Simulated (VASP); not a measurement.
A run of VASP 6.6.1 is set up as follows.

Contents of POSCAR:

```
Se
1.0
    2.7371584198      0.0000000000      0.0000000000
    0.0000000000      2.7371584198      0.0000000000
    0.0000000000      0.0000000000      2.7371584198
Se
1
Direct
    0.0000000000      0.0000000000      0.0000000000
```

Contents of INCAR.step1:

```
SYSTEM = Se
PREC     = Accurate       ! precision mode
ENCUT    = 520            ! plane-wave cutoff, eV
ISMEAR   = -1             ! smearing method
SIGMA    = 0.1            ! smearing width, eV
LREAL    = .False.        ! projectors in reciprocal space
LASPH    = .True.         ! aspherical terms in the spheres
NELM     = 100            ! most SCF steps
NBANDS   = 9              ! bands
GGA      = PE             ! functional
ALGO     = Normal         ! electronic algorithm
EDIFF    = 1E-4           ! SCF threshold, eV
LWAVE    = .True.         ! write WAVECAR
LCHARG   = .False.        ! write CHGCAR
```

The input INCAR.step2:

```
SYSTEM = Se
PREC     = Accurate       ! precision mode
ENCUT    = 520            ! plane-wave cutoff, eV
EDIFF    = 1E-6           ! SCF threshold, eV
ISMEAR   = -1             ! smearing method
SIGMA    = 0.1            ! smearing width, eV
LREAL    = .False.        ! projectors in reciprocal space
LASPH    = .True.         ! aspherical terms in the spheres
NELM     = 100            ! most SCF steps
ALGO     = Normal         ! electronic algorithm
ISIF     = 2              ! what is computed and relaxed
LWAVE    = .False.        ! write WAVECAR
LCHARG   = .False.        ! write CHGCAR
METAGGA  = R2SCAN         ! meta-GGA
LMIXTAU  = .True.       
NBANDS   = 9              ! bands
ISTART   = 1
```

The input KPOINTS:

```
regular mesh
0
Gamma
  13 13 13
  0 0 0
```

Potentials or basis: VASP PAW PBE potentials, release 64 (Se).

Command:

```bash
$ cat potpaw_PBE.64/Se/POTCAR > POTCAR
$ cp INCAR.step1 INCAR
$ mpirun -np 1 vasp_std > vasp.out
$ cp INCAR.step2 INCAR
$ mpirun -np 1 vasp_std > vasp.out
```

Q: Predict the pressure.

A: 7.8 GPa.

Q: Predict the band gap on the k mesh.

A: Zero (bands 3 and 4 overlap by 7.22 eV).

Caveat: the cell stands under pressure; the PAW data sets were made with another functional, which shifts forces and pressure a little.
